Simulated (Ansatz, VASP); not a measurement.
**One calculation of Cr, two programs**

INCAR

```
  PREC = Accurate
  ENCUT = 520
  EDIFF = 1E-8
  ISMEAR = 0
  SIGMA = 0.05
  LREAL = False
  LASPH = True
  NELM = 150
  ALGO = Fast
  ISIF = 2
  LWAVE = False
  LCHARG = False
  ISPIN = 2
  MAGMOM = 1.13 -1.13
  LORBIT = 11
  LMAXMIX = 4
  GGA = PE
  LEFG = True
  NBANDS = 23
```

The input KPOINTS:

```
Automatic mesh
0
Gamma
  16 16 16
```

POSCAR

```
Cr
1.0
    2.8664304183      0.0000000000      0.0000000000
    0.0000000000      2.8664304183      0.0000000000
    0.0000000000      0.0000000000      2.8664304183
Cr
2
Direct
    0.0000000000      0.0000000000      0.0000000000
    0.5000000000      0.5000000000      0.5000000000
```

Input for Ansatz:

```yaml
crystal:
  lattice:
    - [2.8664304183, 0.0, 0.0]
    - [0.0, 2.8664304183, 0.0]
    - [0.0, 0.0, 2.8664304183]
  atoms:
    - { symbol: Cr, position: [0.0, 0.0, 0.0], spin: 1.13 }
    - { symbol: Cr, position: [0.5, 0.5, 0.5], spin: -1.13 }
basis:
  ecutwfc: 420
  ecutrho_ratio: 4
kpoints:
  mp_grid: { grid: [16, 16, 16] }
hamiltonian:
  xc: pbe
scf:
  occupations: { method: gaussian, width: 0.05 }
  lower_state_search: "off"
output:
  forces: true
  stress: true
  eigenvalues: true
  populations: true
  efg: { contact_densities: true, quadrupole_moments_barn: { Cr: -0.15 } }
magnetization:
  spin_polarized: true
checkpoint:
  read: start.run
  write: ck
  compress: false
  write_wavefunctions: false
  write_every: 100000
```

Alike in both runs: task electric field gradients; functional PBE; k mesh 16 × 16 × 16; occupations gaussian, width 0.05 eV; collinear spin.

```csv
,VASP,Ansatz
version,VASP 6.6.1,Ansatz 0.2.0
potentials or method,"VASP PAW PBE potentials, release 64 (Cr_pv), cutoff 520 eV","scalar-relativistic, plane waves, PAW"
valence electrons in the cell,24,28
```

```csv
,VASP,Ansatz,Ansatz less VASP
gap on the k mesh at the Fermi level (eV),none,none,-
pressure (GPa),-0.1,0.0,+0.09
net moment per atom (μB),0.00,0.00,0.000
size of the moment on the site where the two differ most (μB),1.13,1.02,-0.101
```

Site moments also hang on the region over which each program counts them. A gap of «none» marks a metal or a gap that the smearing closes. The functional is the same, so the differences come from potentials, cutoffs and numerics. VASP's potentials hold 24 valence electrons a cell and Ansatz's 28, so a difference there can come from the potentials and not from the codes. Ansatz's warnings: stability check not made.
